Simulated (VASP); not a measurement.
Write the native input for VASP 6.6.1 that does the following.

* Task: single point
* Functional: r2SCAN
* Potentials or basis: VASP PAW PBE potentials, release 64 (N, Ga_d, P)
* Cutoff: 520 eV
* k mesh: 6 × 6 × 4
* Occupations: fermi-dirac, width 0.02 eV
* Spin: no spin polarisation
* Dipole correction: no
* Further INCAR settings: ALGO = Normal; EDIFF = 1e-06; NBANDS = 26

The system is Ga2PN.

```xyz
4
Lattice="3.5309 0.0000 0.0000 0.0000 3.5309 0.0000 0.0000 0.0000 4.9571" Properties=species:S:1:pos:R:3 pbc="T T T"
N     0.0000    0.0000    0.0000
Ga    0.0000    1.7655    3.9299
Ga    1.7655    0.0000    1.0272
P     1.7655    1.7655    2.4786
```

The input as run:

POSCAR

```
Ga2PN
1.0
    3.5309103171      0.0000000000      0.0000000000
    0.0000000000      3.5309103171      0.0000000000
    0.0000000000      0.0000000000      4.9571255162
N Ga P
1 2 1
Direct
    0.0000000000      0.0000000000      0.0000000000
    0.0000000000      0.5000000000      0.7927838361
    0.5000000000      0.0000000000      0.2072161639
    0.5000000000      0.5000000000      0.5000000000
```

INCAR.step1

```
SYSTEM = Ga2PN
ALGO = Normal ; EDIFF = 1E-4
ENCUT = 520 ; GGA = PE
ISMEAR = -1 ; LASPH = .TRUE.
LCHARG = .FALSE. ; LREAL = .FALSE.
LWAVE = .TRUE. ; NBANDS = 26
NELM = 80 ; PREC = Accurate
SIGMA = 0.02
```

INCAR.step2

```
SYSTEM = Ga2PN
ALGO = Normal ; EDIFF = 1E-6
ENCUT = 520 ; ISIF = 2
ISMEAR = -1 ; ISTART = 1
LASPH = .TRUE. ; LCHARG = .FALSE.
LMIXTAU = .TRUE. ; LREAL = .FALSE.
LWAVE = .FALSE. ; METAGGA = R2SCAN
NBANDS = 26 ; NELM = 80
PREC = Accurate ; SIGMA = 0.02
```

KPOINTS

```
k-points
0
G
  6 6 4
  0 0 0
```

Potentials or basis: VASP PAW PBE potentials, release 64 (N, Ga_d, P).

Run with:

```console
$ cat potpaw_PBE.64/N/POTCAR potpaw_PBE.64/Ga_d/POTCAR potpaw_PBE.64/P/POTCAR > POTCAR
$ cp INCAR.step1 INCAR
$ mpirun -np 1 vasp_std > vasp.out
$ cp INCAR.step2 INCAR
$ mpirun -np 1 vasp_std > vasp.out
```

It gave:

```
Pressure               : 0.2 GPa
Largest force          : 0.038 eV/Å
Band gap on the k mesh : zero (filled and empty bands touch)
```

Caveat: semilocal functionals underestimate gaps, so a narrow gap can read as zero; the PAW data sets were made with another functional, which shifts forces and pressure a little.

Run time: 68 s on 1 thread of Intel(R) Xeon(R) 6975P-C (Granite Rapids) (shared host), peak memory 0.2 GiB.
